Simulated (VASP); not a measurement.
CdGeS2: single point with PBE

The system is CdGeS2.

```xyz
4
Lattice="4.8706 0.0000 0.0000 0.0000 4.8706 0.0000 0.0000 0.0000 3.4475" Properties=species:S:1:pos:R:3 pbc="T T T"
Cd    2.4353    2.4353    1.7238
Ge    0.0000    0.0000    0.0000
S     2.4353    0.0000    0.0000
S     0.0000    2.4353    0.0000
```

```
Program             : VASP 6.6.1
Task                : single point
Functional          : PBE
Potentials or basis : VASP PAW PBE potentials, release 64 (Cd, Ge_d, S)
Cutoff              : 520 eV
k mesh              : 10 × 10 × 14
Occupations         : gaussian, width 0.1 eV
Spin                : no spin polarisation
```

| Item | Value |
| --- | --- |
| Pressure | 0.1 GPa |
| Band gap on the k mesh | zero (bands 19 and 20 overlap by 2.54 eV) |

Levels at points of the mesh, in eV from the Fermi level:
```
           k point  band 17  band 18  band 19  band 20  band 21  band 22
(0.00, 0.00, 0.00)    -2.19    -1.71    -1.13    -0.23     5.15     5.19
(0.50, 0.00, 0.00)    -0.84    -0.80     0.09     1.31     3.61     4.19
(0.50, 0.50, 0.00)    -0.50    -0.44     1.79     1.92     1.92     2.96
(0.00, 0.00, 0.50)    -2.38    -1.05    -1.05     0.47     2.42     2.75
(0.50, 0.00, 0.50)    -3.01    -1.77    -0.12     0.93     1.56     2.75
(0.50, 0.50, 0.50)    -1.95    -1.38    -1.01    -0.42     2.73     2.73
```

It took 11 min on 1 thread of Oxide Virtual Turin-like Processor, with other jobs on the host, peak memory 0.43 GiB.
